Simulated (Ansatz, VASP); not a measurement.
**One calculation of In3Se, two programs**

INCAR

```
SYSTEM = In3Se
PREC     = Accurate       ! precision mode
ENCUT    = 600            ! plane-wave cutoff, eV
EDIFF    = 1E-6           ! SCF threshold, eV
ISMEAR   = -1             ! smearing method
SIGMA    = 0.05           ! smearing width, eV
LREAL    = .False.        ! projectors in reciprocal space
LASPH    = .True.         ! aspherical terms in the spheres
NELM     = 100            ! most SCF steps
ALGO     = Normal         ! electronic algorithm
ISIF     = 3              ! what is computed and relaxed
LWAVE    = .False.        ! write WAVECAR
LCHARG   = .False.        ! write CHGCAR
GGA      = PS             ! functional
IVDW     = 12             ! dispersion correction
IBRION   = 2              ! ionic algorithm
NSW      = 60             ! ionic steps
EDIFFG   = -0.01          ! ionic threshold
```

The input KPOINTS:

```
regular mesh
0
Gamma
  6 6 6
  0 0 0
```

The input POSCAR:

```
In3Se
1.0
    4.8037580000      0.0000000000      0.0000000000
    0.0000000000      4.8037580000      0.0000000000
    0.0000000000      0.0000000000      4.8037580000
In Se
3 1
Direct
    0.5000000000      0.5000000000      0.0000000000
    0.5000000000      0.0000000000      0.5000000000
    0.0000000000      0.5000000000      0.5000000000
    0.0000000000      0.0000000000      0.0000000000
```

input.yaml

```yaml
crystal:
  lattice:
    - [4.803758, 0.0, 0.0]
    - [0.0, 4.803758, 0.0]
    - [0.0, 0.0, 4.803758]
  atoms:
    - { symbol: In, position: [0.5, 0.5, 0.0] }
    - { symbol: In, position: [0.5, 0.0, 0.5] }
    - { symbol: In, position: [0.0, 0.5, 0.5] }
    - { symbol: Se, position: [0.0, 0.0, 0.0] }
hamiltonian:
  xc: pbesol
  pseudopotentials: { kind: paw }
  dispersion: d3bj
kpoints:
  mp_grid: { grid: [6, 6, 6] }
scf:
  occupations: { method: fermi_dirac, width: 0.05 }
output:
  forces: true
  stress: true
  eigenvalues: true
relax:
  f_tol: 0.01
  max_steps: 40
  cell: { stress_tol: 0.05 }
```

Alike in both runs: task relaxation of cell and atoms; functional PBEsol; dispersion D3(BJ); k mesh 6 × 6 × 6; occupations fermi-dirac, width 0.05 eV; no spin polarisation.

|  | VASP | Ansatz |
| --- | --- | --- |
| version | VASP 6.6.1 | Ansatz 0.2.0 |
| potentials or method | VASP PAW PBE potentials, release 64 (In_d, Se) | Ansatz PAW |
| plane-wave cutoff (eV) | 600 | 420 |
| valence electrons in the cell | 45 | 55 |

Ansatz gave:

| Quantity | Value |
| --- | --- |
| gap on the k mesh at the Fermi level, each at its own relaxed structure (eV) | none |
| relaxed volume (Å³/atom) | 24.22 |
| relaxed cell length with the largest relative difference (Å) | 4.593 |

Question: What did VASP give for the same quantities?

Answer: gap on the k mesh at the Fermi level, each at its own relaxed structure (eV): none; relaxed volume (Å³/atom): 24.26; relaxed cell length with the largest relative difference (Å): 4.595.

VASP's potentials were made for PBE, not for PBEsol. A gap of «none» marks a metal or a gap that the smearing closes. VASP's potentials hold 45 valence electrons a cell and Ansatz's 55, so a difference there can come from the potentials and not from the codes.

Noted on Ansatz's run: the plane-wave basis is chosen anew once the cell has moved, so the energies of steps on either side of that aren't comparable.
